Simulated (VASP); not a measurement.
Wanted: the native input for a VASP 6.6.1 run.

- Task: single point
- Functional: PBEsol
- Potentials or basis: VASP PAW PBE potentials, release 64 (Mo_sv, N)
- Cutoff: 520 eV
- k mesh: 6 × 6 × 10
- Occupations: fermi-dirac, width 0.05 eV
- Spin: no spin polarisation
- Dipole correction: no
- Further INCAR settings: ALGO = Normal; EDIFF = 1e-06; NBANDS = 33

The structure of MoN2 lies in POSCAR:

```
MoN2
1.0
    4.2898767676      0.0000000000      0.0000000000
    0.0000000000      4.2898767676      0.0000000000
    0.0000000000      0.0000000000      2.7253354601
Mo N
2 4
Direct
    0.0000000000      0.0000000000      0.0000000000
    0.5000000000      0.5000000000      0.0000000000
    0.6127478062      0.8872521938      0.5000000000
    0.3872521938      0.1127478062      0.5000000000
    0.1127478062      0.6127478062      0.5000000000
    0.8872521938      0.3872521938      0.5000000000
```

The input as run:

INCAR

```
SYSTEM = MoN2
PREC = Accurate
ENCUT = 520
EDIFF = 1E-6
ISMEAR = -1
SIGMA = 0.05
LREAL = .False.
LASPH = .True.
NELM = 100
ALGO = Normal
ISIF = 2
LWAVE = .False.
LCHARG = .False.
GGA = PS
NBANDS = 33
```

KPOINTS

```
Automatic mesh
0
Gamma
  6 6 10
  0 0 0
```

Potentials or basis: VASP PAW PBE potentials, release 64 (Mo_sv, N).

Launch:

```console
$ cat potpaw_PBE.64/Mo_sv/POTCAR potpaw_PBE.64/N/POTCAR > POTCAR
$ mpirun -np 1 vasp_std > vasp.out
```

Results of the run:

```
Pressure               : 0.7 GPa
Largest force          : 0.122 eV/Å
Band gap on the k mesh : zero (bands 24 and 25 overlap by 2.15 eV)
```

Caveat: the PAW data sets were made with another functional, which shifts forces and pressure a little.

Wall time 25 s on 1 thread of Intel(R) Xeon(R) 6975P-C (Granite Rapids), with other jobs on the host, peak memory 0.21 GiB.
